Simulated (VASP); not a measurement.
# Tl (I4/mmm) in VASP: further runs

The runs below take Tl through single point, with PBEsol.

All numbers are computed with VASP 6.6.1; they aren't measurements. Logs are shortened: lines on timing, memory, paths and dates and some standing lists are left out, and cuts for length are marked.

### Step 1. The cell of the first run

The structure is tetragonal, space group I4/mmm (No. 139). Conventional cell: a = 3.882 Å, b = 3.882 Å, c = 3.960 Å, α = 90.00°, β = 90.00°, γ = 90.00°. Within 4.4 Å of Tl (site symmetry 4/mmm) lie 14 Tl at 3.38 to 3.96 Å.

### Step 2. Single point, PBEsol (strain +0.0200 x Voigt [1, 0, 0, 0, 0, 0])

The input, INCAR:

```
  PREC = Accurate
  ENCUT = 520
  EDIFF = 1E-6
  ISMEAR = 0
  SIGMA = 0.15
  LREAL = False
  LASPH = True
  NELM = 80
  ALGO = Fast
  ISIF = 2
  LWAVE = False
  LCHARG = False
  GGA = PS
  NBANDS = 12
```

The input, KPOINTS:

```
Automatic mesh
0
Gamma
  18 18 18
```

The input, POSCAR:

```
Tl
1.0
   -1.9798200000      1.9410000000      1.9410000000
    1.9798200000     -1.9410000000      1.9410000000
    1.9798200000      1.9410000000     -1.9410000000
Tl
1
Direct
    0.0000000000      0.0000000000      0.0000000000
```

Potentials or basis: VASP PAW PBE potentials, release 64 (Tl_d).

Launch:

```sh
cat potpaw_PBE.64/Tl_d/POTCAR > POTCAR
mpirun -np 1 vasp_std > vasp.out
```

OUTCAR:

```text
PREC = Accurate
   ENCUT = 520
   EDIFF = 1E-6
   ISMEAR = 0
   LREAL = False
   LASPH = True
   NELM = 80
   ISIF = 2
   GGA = PS

 ion  position               nearest neighbor table
   1  0.000  0.000  0.000-

  LATTYP: Found a body centered tetragonal cell.
 ALAT       =     3.8820000000
 C/A-ratio  =     1.0200000000

  Lattice vectors:

 A1 = (  -1.9798200000,   1.9410000000,  -1.9410000000)
 A2 = (  -1.9798200000,  -1.9410000000,   1.9410000000)
 A3 = (   1.9798200000,   1.9410000000,   1.9410000000)

Analysis of symmetry for initial positions (statically):
=====================================================================
 Subroutine PRICEL returns:
 Original cell was already a primitive cell.

 Routine SETGRP: Setting up the symmetry group for a
 body centered tetragonal supercell.

 Subroutine GETGRP returns: Found 16 space group operations
 (whereof 16 operations were pure point group operations)
 out of a pool of 16 trial point group operations.

The static configuration has the point symmetry D_4h.

Analysis of symmetry for dynamics (positions and initial velocities):
=====================================================================
 Subroutine PRICEL returns:
 Original cell was already a primitive cell.

 Routine SETGRP: Setting up the symmetry group for a
 body centered tetragonal supercell.

 Subroutine GETGRP returns: Found 16 space group operations
 (whereof 16 operations were pure point group operations)
 out of a pool of 16 trial point group operations.

The dynamic configuration has the point symmetry D_4h.

 Subroutine INISYM returns: Found 16 space group operations
 (whereof 16 operations are pure point group operations),
 and found     1 'primitive' translations

----------------------------------------------------------------------------------------

                                     Primitive cell

  volume of cell :      29.8357

  direct lattice vectors                    reciprocal lattice vectors
    -1.979820000  1.941000000  1.941000000     0.000000000  0.257599176  0.257599176
     1.979820000 -1.941000000  1.941000000     0.252548211  0.000000000  0.257599176
     1.979820000  1.941000000 -1.941000000     0.252548211  0.257599176  0.000000000

  length of vectors
     3.384471780  3.384471780  3.384471780     0.364300248  0.360746357  0.360746357

  position of ions in fractional coordinates (direct lattice)
     0.000000000  0.000000000  0.000000000

  ion indices of the primitive-cell ions
   primitive index   ion index
                 1           1

----------------------------------------------------------------------------------------

 KPOINTS: Automatic mesh

Automatic generation of k-mesh.
 Grid dimensions read from file:
 generate k-points for:   18   18   18

 Generating k-lattice:

  Cartesian coordinates                     Fractional coordinates (reciprocal lattice)
     0.000000000  0.014311065  0.014311065     0.055555556  0.000000000  0.000000000
     0.014030456  0.000000000  0.014311065     0.000000000  0.055555556  0.000000000
     0.014030456  0.014311065  0.000000000     0.000000000  0.000000000  0.055555556

  Length of vectors
     0.020238903  0.020041464  0.020041464

  Shift w.r.t. Gamma in fractional coordinates (k-lattice)
     0.000000000  0.000000000  0.000000000

 Subroutine IBZKPT returns following result:
 ===========================================

 Found    480 irreducible k-points:

 Following reciprocal coordinates:
            Coordinates               Weight
  0.000000  0.000000  0.000000      1.000000
  0.055556  0.000000  0.000000      4.000000
  0.111111  0.000000  0.000000      4.000000
  0.166667  0.000000  0.000000      4.000000
  0.222222  0.000000  0.000000      4.000000
  0.277778  0.000000  0.000000      4.000000
[... 16 lines left out ...]
  0.166667  0.111111  0.000000     16.000000
  0.222222  0.111111  0.000000     16.000000
 [... further k-points ...]
   k-points           NKPTS =    480   k-points in BZ     NKDIM =    480   number of bands    NBANDS=     12
   number of dos      NEDOS =    301   number of ions     NIONS =      1
   total plane-waves  NPLWV =  21952
   dimension x,y,z NGX =    28 NGY =   28 NGZ =   28
   dimension x,y,z NGXF=    56 NGYF=   56 NGZF=   56
   ions per type =               1
   NGX,Y,Z   is equivalent  to a cutoff of  13.75, 13.75, 13.75 a.u.
   NGXF,Y,Z  is equivalent  to a cutoff of  27.51, 27.51, 27.51 a.u.
 SYSTEM =  unknown system
   PREC   = accura    normal or accurate (medium, high low for compatibility)
   ISTART =      0    job   : 0-new  1-cont  2-samecut
   ICHARG =      2    charge: 1-file 2-atom 10-const
   ISPIN  =      1    spin polarized calculation?
   LNONCOLLINEAR =      F non collinear calculations
   LSORBIT =      F    spin-orbit coupling
   LASPH  =      T    aspherical Exc in radial PAW
   ENCUT  =  520.0 eV  38.22 Ry    6.18 a.u.   6.29  6.29  6.29*2*pi/ulx,y,z
   NELM   =     80;   NELMIN=  2; NELMDL= -5     # of ELM steps
   EDIFF  = 0.1E-05   stopping-criterion for ELM
   LREAL  =      F    real-space projection
   EDIFFG = 0.1E-04   stopping-criterion for IOM
   NSW    =      0    number of steps for IOM
   IBRION =     -1    ionic relax: 0-MD 1-quasi-New 2-CG
   NFREE  =      0    steps in history (QN), initial steepest desc. (CG)
   ISIF   =      2    stress and relaxation
   ISYM   =      2    0-nonsym 1-usesym 2-fastsym
   POTIM  = 0.5000    time-step for ionic-motion
   TEBEG  =    0.0;   TEEND  =   0.0 temperature during run
   PSTRESS=    0.0 pullay stress
   NELECT =      13.0000    total number of electrons
   NUPDOWN=      -1.0000    fix difference up-down
   EMIN   =  10.00;   EMAX   =-10.00  energy-range for DOS
   EFERMI =   0.00;   METHOD = LEGACY
   ISMEAR =     0;   SIGMA  =   0.15  broadening in eV -4-tet -1-fermi 0-gaus
   EFERMI_NEDOS =   21; number of points for ismear=-14 and -15
   IALGO  =     68    algorithm
   IMIX   =      4    mixing-type and parameters
     AMIX     =   0.40;   BMIX     =  1.00
     AMIX_MAG =   1.60;   BMIX_MAG =  1.00
  volume/ion in A,a.u.               =      29.84       201.34
  Fermi-wavevector in a.u.,A,eV,Ry     =   1.241110  2.345358 20.957797  1.540355
  Thomas-Fermi vector in A             =   2.375522
   LORBIT       =      0    0 simple, 1 ext, 2 COOP (PROOUT), +10 PAW based schemes
   GGA     = PS    functional components
   LHFCALC =     F    Hartree Fock is set to
   AEXX    =    0.0000 exact exchange contribution
   IVDW    =     0    specifies the selected vdW correction
   LEPSILON=     F    determine dielectric tensor
   LRPA    =     F    only Hartree local field effects (RPA)
 non-spin polarized calculation
 RMM-DIIS sequential band-by-band and
 Gauss-broadening in eV      SIGMA  =   0.15
  energy-cutoff  :      520.00
  volume of cell :       29.84
 maximum number of plane-waves:       822
 NGX is ok and might be reduce to    28
   NGX = 13   NGY = 13   NGZ = 13

 number of electron      13.0000003 magnetization

 Free energy of the ion-electron system (eV)
  ---------------------------------------------------
  ext. energy  EPLUGINS =         0.00000000
  ---------------------------------------------------
  free energy    TOTEN  =        -2.62441866 eV

  energy without entropy =       -2.62011886  energy(sigma->0) =       -2.62226876

 E-fermi :   5.9562     XC(G=0): -10.1579

 val. band max:        5.9260965806   @ k =  -0.3333   0.4444   0.1111
 cond. band min:       5.9579710466   @ k =  -0.3889  -0.3889   0.1667
 fundamental gap:      0.0318744661
 Fermi energy:         5.9561786477

 k-point     1 :       0.0000    0.0000    0.0000
  band No.  band energies     occupation
      1      -5.6095      2.00000
      2      -5.6095      2.00000
      3      -5.5860      2.00000
      4      -5.2203      2.00000
      5      -5.1983      2.00000
      6      -3.8316      2.00000
      7      16.2414      0.00000
      8      16.3808      0.00000
      9      16.3808      0.00000
     10      18.0110      0.00000
     11      18.2645      0.00000
     12      18.2645      0.00000

 k-point     2 :       0.0556    0.0000    0.0000
  band No.  band energies     occupation
      1      -5.6148      2.00000
      2      -5.5911      2.00000
      3      -5.5824      2.00000
      4      -5.2198      2.00000
      5      -5.2037      2.00000
      6      -3.7634      2.00000
      7      15.6554      0.00000
      8      15.9769      0.00000
      9      16.2002      0.00000
     10      17.8589      0.00000
     11      17.9368      0.00000
     12      18.2546      0.00000

 k-point     3 :       0.1111    0.0000    0.0000
  band No.  band energies     occupation
      1      -5.6302      2.00000
      2      -5.5756      2.00000
      3      -5.5377      2.00000
      4      -5.2185      2.00000
      5      -5.2183      2.00000
      6      -3.5563      2.00000
      7      14.0340      0.00000
      8      15.3258      0.00000
      9      15.7128      0.00000
     10      17.2724      0.00000
     11      17.7513      0.00000
     12      18.3629      0.00000
[... 286 lines left out ...]
 k-point    23 :       0.1667    0.1111    0.0000
  band No.  band energies     occupation
      1      -5.6671      2.00000
      2      -5.5839      2.00000
      3      -5.3399      2.00000
      4      -5.2664      2.00000
      5      -5.2091      2.00000
      6      -2.4989      2.00000
      7      10.0902      0.00000
      8      12.3046      0.00000
      9      13.9637      0.00000
     10      17.1993      0.00000
     11      18.3283      0.00000
     12      18.9161      0.00000

 k-point    24 :       0.2222    0.1111    0.0000
  band No.  band energies     occupation
      1      -5.6949      2.00000
      2      -5.5978      2.00000
      3      -5.2706      2.00000
      4      -5.2547      2.00000
      5      -5.1970      2.00000
      6      -1.8625      2.00000
      7       8.4980      0.00000
      8      11.4783      0.00000
      9      13.3938      0.00000
     10      16.8919      0.00000
     11      18.7029      0.00000
     12      18.9850      0.00000

 [... further k-points ...]

------------------------ aborting loop because EDIFF is reached ----------------------------------------

  FORCE on cell =-STRESS in cart. coord.  units (eV):
  Direction    XX          YY          ZZ          XY          YZ          ZX
  --------------------------------------------------------------------------------------
  -------------------------------------------------------------------------------------
  Total       -0.3026592     -0.2613294     -0.2613294      0.0000000      0.0000000      0.0000000
  in kB      -16.2527814    -14.0333752    -14.0333752      0.0000000      0.0000000      0.0000000
  external PRESSURE =     -14.7731773 kB  Pullay stress =       0.0000000 kB

 VOLUME and BASIS-vectors are now :
 -----------------------------------------------------------------------------
  energy-cutoff  :      520.00
  volume of cell :       29.84
      direct lattice vectors                 reciprocal lattice vectors
    -1.979820000  1.941000000  1.941000000     0.000000000  0.257599176  0.257599176
     1.979820000 -1.941000000  1.941000000     0.252548211  0.000000000  0.257599176
     1.979820000  1.941000000 -1.941000000     0.252548211  0.257599176  0.000000000

 POSITION                                       TOTAL-FORCE (eV/Angst)
 -----------------------------------------------------------------------------------
      0.00000      0.00000      0.00000         0.000000      0.000000      0.000000
 -----------------------------------------------------------------------------------
    total drift:                                0.000000      0.000000      0.000000

  FREE ENERGIE OF THE ION-ELECTRON SYSTEM (eV)
  ---------------------------------------------------
  free  energy   TOTEN  =        -2.6244186594 eV

  energy  without entropy=       -2.6201188577  energy(sigma->0) =       -2.62226876
```

Run time: 4.3 min. Hardware: 1 thread of AMD EPYC 7R13, shared host; peak memory 0.26 GiB.

What came out:

| Quantity | Value |
| --- | --- |
| Free energy | -2.6244 eV |
| Pressure | -1.5 GPa |

Stress tensor (GPa, compression positive):
```
-1.63  0.00  0.00
 0.00 -1.40  0.00
 0.00  0.00 -1.40
```

Caveat: the cell differs from its parent crystal (strain +0.0200 x Voigt [1, 0, 0, 0, 0, 0]); the PAW data sets were made with another functional, which shifts forces and pressure a little; spin-orbit coupling is left out, which moves the levels of the heavy elements.

### Step 3. Single point, PBEsol (strain +0.0300 x Voigt [1, 0, 0, 0, 0, 0])

The input, INCAR:

```
SYSTEM = Tl
PREC = Accurate ; ENCUT = 520
EDIFF = 1E-6 ; ISMEAR = 0
SIGMA = 0.15 ; LREAL = .False.
LASPH = .True. ; NELM = 80
ALGO = Fast ; ISIF = 2
LWAVE = .False. ; LCHARG = .False.
GGA = PS ; NBANDS = 12
```

The input, KPOINTS:

```
Automatic mesh
0
Gamma
  18 18 18
  0 0 0
```

The input, POSCAR:

```
Tl
1.0
   -1.9992300000      1.9410000000      1.9410000000
    1.9992300000     -1.9410000000      1.9410000000
    1.9992300000      1.9410000000     -1.9410000000
Tl
1
Direct
    0.0000000000      0.0000000000      0.0000000000
```

Potentials or basis: VASP PAW PBE potentials, release 64 (Tl_d).

Launch:

```sh
cat potpaw_PBE.64/Tl_d/POTCAR > POTCAR
mpirun -np 1 vasp_std > vasp.out
```

It took 4.2 min on 1 thread of AMD EPYC 7R13, shared host; peak memory 0.26 GiB.

The run converged. Its results:

- Free energy: -2.6213 eV
- Pressure: -1.7 GPa

Stress tensor (GPa, compression positive):
```
-1.96  0.00  0.00
 0.00 -1.63  0.00
 0.00  0.00 -1.63
```

Levels at points of the mesh, in eV from the Fermi level:
```csv
k point,band 3,band 4,band 5,band 6,band 7,band 8,band 9,band 10
"(0.00, 0.00, 0.00)",-11.53,-11.18,-11.15,-9.73,10.14,10.33,10.33,11.96
"(0.50, 0.00, 0.00)",-11.17,-11.15,-10.91,-4.95,-2.51,5.35,6.65,9.36
"(0.00, 0.50, 0.00)",-11.21,-11.16,-10.92,-5.11,-2.60,5.72,7.13,9.84
"(0.50, 0.50, 0.50)",-10.98,-10.97,-10.97,-1.90,1.06,1.60,1.60,6.17
```

Caveat: the cell differs from its parent crystal (strain +0.0300 x Voigt [1, 0, 0, 0, 0, 0]); the PAW data sets were made with another functional, which shifts forces and pressure a little; spin-orbit coupling is left out, which moves the levels of the heavy elements.

### Step 4. Single point, PBEsol (strain +0.0350 x Voigt [1, 0, 0, 0, 0, 0])

The input, INCAR:

```
PREC = Accurate ; ENCUT = 520
EDIFF = 1E-6 ; ISMEAR = 0
SIGMA = 0.15 ; LREAL = F
LASPH = T ; NELM = 80
ALGO = Fast ; ISIF = 2
LWAVE = F ; LCHARG = F
GGA = PS ; NBANDS = 12
```

The input, KPOINTS:

```
regular mesh
0
Gamma
  18 18 18
```

The input, POSCAR:

```
Tl
1.0
   -2.0089350000      1.9410000000      1.9410000000
    2.0089350000     -1.9410000000      1.9410000000
    2.0089350000      1.9410000000     -1.9410000000
Tl
1
Direct
    0.0000000000      0.0000000000      0.0000000000
```

Launch:

```sh
cat potpaw_PBE.64/Tl_d/POTCAR > POTCAR
mpirun -np 1 vasp_std > vasp.out
```

It took 4.4 min on 1 thread of AMD EPYC 7R13, shared host; peak memory 0.26 GiB.

Results (log left out):

```
Free energy : -2.6195 eV
Pressure    : -1.9 GPa
```

Stress tensor (GPa, compression positive):
```
-2.11  0.00  0.00
 0.00 -1.74  0.00
 0.00  0.00 -1.74
```

Levels at points of the mesh, in eV from the Fermi level:
| k point | band 2 | band 3 | band 4 | band 5 | band 6 | band 7 | band 8 | band 9 | band 10 | band 11 |
| --- | --- | --- | --- | --- | --- | --- | --- | --- | --- | --- |
| (0.00, 0.00, 0.00) | -11.56 | -11.52 | -11.18 | -11.15 | -9.70 | 10.07 | 10.28 | 10.28 | 11.91 | 12.36 |
| (0.50, 0.00, 0.00) | -11.67 | -11.16 | -11.15 | -10.91 | -4.94 | -2.48 | 5.29 | 6.58 | 9.28 | 10.56 |
| (0.00, 0.50, 0.00) | -11.66 | -11.21 | -11.16 | -10.92 | -5.12 | -2.58 | 5.73 | 7.13 | 9.83 | 11.05 |
| (0.50, 0.50, 0.50) | -11.71 | -10.99 | -10.97 | -10.97 | -1.93 | 1.00 | 1.63 | 1.63 | 6.13 | 6.49 |

Caveat: the cell differs from its parent crystal (strain +0.0350 x Voigt [1, 0, 0, 0, 0, 0]); the PAW data sets were made with another functional, which shifts forces and pressure a little; spin-orbit coupling is left out, which moves the levels of the heavy elements.

### Step 5. Single point, PBEsol (strain +0.0400 x Voigt [1, 0, 0, 0, 0, 0])

The input, INCAR:

```
SYSTEM = Tl
PREC     = Accurate       ! precision mode
ENCUT    = 520            ! plane-wave cutoff, eV
EDIFF    = 1E-6           ! SCF threshold, eV
ISMEAR   = 0              ! smearing method
SIGMA    = 0.15           ! smearing width, eV
LREAL    = .FALSE.        ! projectors in reciprocal space
LASPH    = .TRUE.         ! aspherical terms in the spheres
NELM     = 80             ! most SCF steps
ALGO     = Fast           ! electronic algorithm
ISIF     = 2              ! what is computed and relaxed
LWAVE    = .FALSE.        ! write WAVECAR
LCHARG   = .FALSE.        ! write CHGCAR
GGA      = PS             ! functional
NBANDS   = 12             ! bands
```

The input, KPOINTS:

```
regular mesh
0
G
  18 18 18
  0 0 0
```

The input, POSCAR:

```
Tl
1.0
   -2.0186400000      1.9410000000      1.9410000000
    2.0186400000     -1.9410000000      1.9410000000
    2.0186400000      1.9410000000     -1.9410000000
Tl
1
Direct
    0.0000000000      0.0000000000      0.0000000000
```

Launch:

```sh
cat potpaw_PBE.64/Tl_d/POTCAR > POTCAR
mpirun -np 1 vasp_std > vasp.out
```

Wall time 4 min (1 thread of AMD EPYC 7R13, shared host); peak memory 0.26 GiB.

Results (log left out):

- Free energy: -2.6176 eV
- Pressure: -2.0 GPa

Stress tensor (GPa, compression positive):
```
-2.25  0.00  0.00
 0.00 -1.85  0.00
 0.00  0.00 -1.85
```

Levels at points of the mesh, in eV from the Fermi level:
```csv
k point,band 4,band 5,band 6,band 7,band 8,band 9
"(0.00, 0.00, 0.00)",-11.19,-11.15,-9.67,10.00,10.23,10.23
"(0.50, 0.00, 0.00)",-11.15,-10.91,-4.93,-2.45,5.23,6.51
"(0.00, 0.50, 0.00)",-11.16,-10.92,-5.13,-2.57,5.73,7.14
"(0.50, 0.50, 0.50)",-10.97,-10.97,-1.97,0.95,1.65,1.65
```

Caveat: the cell differs from its parent crystal (strain +0.0400 x Voigt [1, 0, 0, 0, 0, 0]); the PAW data sets were made with another functional, which shifts forces and pressure a little; spin-orbit coupling is left out, which moves the levels of the heavy elements.

### Step 6. The runs side by side

| cell | gap on the mesh (eV) | pressure (GPa) |
| --- | --- | --- |
| a = 3.384 Å, angles 108.4, 110.0, 110.0°, 1 atom | none | -1.5 |
| a = 3.396 Å, angles 107.9, 110.3, 110.3°, 1 atom | none | -1.7 |
| a = 3.402 Å, angles 107.6, 110.4, 110.4°, 1 atom | none | -1.9 |
| a = 3.407 Å, angles 107.3, 110.5, 110.5°, 1 atom | none | -2.0 |

Alike in all rows: task single point; level PBEsol; potentials or basis VASP PAW PBE potentials, release 64 (Tl_d); no spin polarisation; k mesh 18 × 18 × 18; cutoff (eV) 520; smearing gaussian 0.15 eV.

Caveats: the PAW data sets were made with another functional, which shifts forces and pressure a little; spin-orbit coupling is left out, which moves the levels of the heavy elements.

Absolute energies hang on the potentials; compare differences alone.
